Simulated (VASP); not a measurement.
## Ca: single point with PBE

System: Ca, a slab with vacuum.

```
CELL_PARAMETERS angstrom
3.95160 0.00000 0.00000
-1.97580 3.42218 0.00000
0.00000 0.00000 27.67939
ATOMIC_POSITIONS crystal
Ca 0.66667 0.33333 0.32515
Ca 0.33333 0.66667 0.44172
Ca 0.00000 0.00000 0.55505
Ca 0.66667 0.33333 0.66573
```

```yaml
Program: VASP 6.6.1
Task: single point
Functional: PBE
Potentials_or_basis: VASP PAW PBE potentials, release 64 (Ca_sv)
Cutoff: 520 eV
k_mesh: 9 × 9 × 1
Occupations: gaussian, width 0.1 eV
Spin: no spin polarisation
```

```json
{"Largest force": "0.120 eV/Å", "Band gap on the k mesh": "zero (bands 20 and 21 overlap by 0.10 eV)"}
```

Forces on the atoms (eV/Å):
```
Ca   0.000  0.000  0.118
Ca   0.000  0.000 -0.120
Ca   0.000  0.000 -0.021
Ca   0.000  0.000  0.023
```

Levels at points of the mesh, in eV from the Fermi level:
| k point | band 16 | band 17 | band 18 | band 19 | band 20 | band 21 | band 22 | band 23 | band 24 | band 25 |
| --- | --- | --- | --- | --- | --- | --- | --- | --- | --- | --- |
| (0.00, 0.00, 0.00) | -22.94 | -3.88 | -3.38 | -2.56 | -1.58 | -0.07 | 0.38 | 0.90 | 1.50 | 2.05 |

Wall time 3.3 min on 1 thread of Intel(R) Xeon(R) 6975P-C (Granite Rapids) (shared host), peak memory 0.45 GiB.
